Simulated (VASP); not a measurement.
Write the native input for VASP 6.6.1 that does the following.

- Task: single point
- Functional: PBE
- Dispersion: D3(BJ)
- Potentials or basis: VASP PAW PBE potentials, release 64 (Mo_sv, S)
- Cutoff: 500 eV
- k mesh: 12 × 12 × 4
- Occupations: gaussian, width 0.05 eV
- Spin: no spin polarisation
- Dipole correction: no
- Further INCAR settings: ALGO = Normal; EDIFF = 1e-06; NBANDS = 20

The structure of MoS2 lies in POSCAR:

```
MoS2
1.0
    3.0953451714      0.0000000000      0.0000000000
   -1.5476725857      2.6806475519      0.0000000000
    0.0000000000      0.0000000000      6.8790951089
Mo S
1 2
Direct
    0.0000000000      0.0000000000      0.0000000000
    0.3333333333      0.6666666667      0.2107069157
    0.3333333333      0.6666666667      0.7892930843
```

This cell differs from its parent crystal: atoms shifted along a free coordinate, c/a of the conventional cell at fixed volume 2.2224.

The input as run:

INCAR

```
SYSTEM = MoS2
  PREC = Accurate
  ENCUT = 500
  EDIFF = 1E-6
  ISMEAR = 0
  SIGMA = 0.05
  LREAL = .False.
  LASPH = .True.
  NELM = 120
  ALGO = Normal
  ISIF = 2
  LWAVE = .False.
  LCHARG = .True.
  GGA = PE
  IVDW = 12
  LELF = .True.
  LVHAR = .True.
  NBANDS = 20
  GGA_COMPAT = .False.
```

KPOINTS

```
regular mesh
0
Gamma
  12 12 4
  0 0 0
```

Potentials or basis: VASP PAW PBE potentials, release 64 (Mo_sv, S).

Run with:

```sh
$ cat potpaw_PBE.64/Mo_sv/POTCAR potpaw_PBE.64/S/POTCAR > POTCAR
$ mpirun -np 1 vasp_std > vasp.out
```

Results of the run:

The pressure is 17.9 GPa. The largest force is 3.208 eV/Å and the band gap on the k mesh is 0.95 eV (least direct gap 1.71 eV). The dispersion energy per atom is -0.403 eV.

Caveat: the cell stands under pressure; forces of over 1 eV/Å act on the atoms, so gaps and moduli don't describe the material at rest.

Wall time 86 s on 1 thread of Intel Xeon 8259CL, on a shared host, peak memory 0.22 GiB.
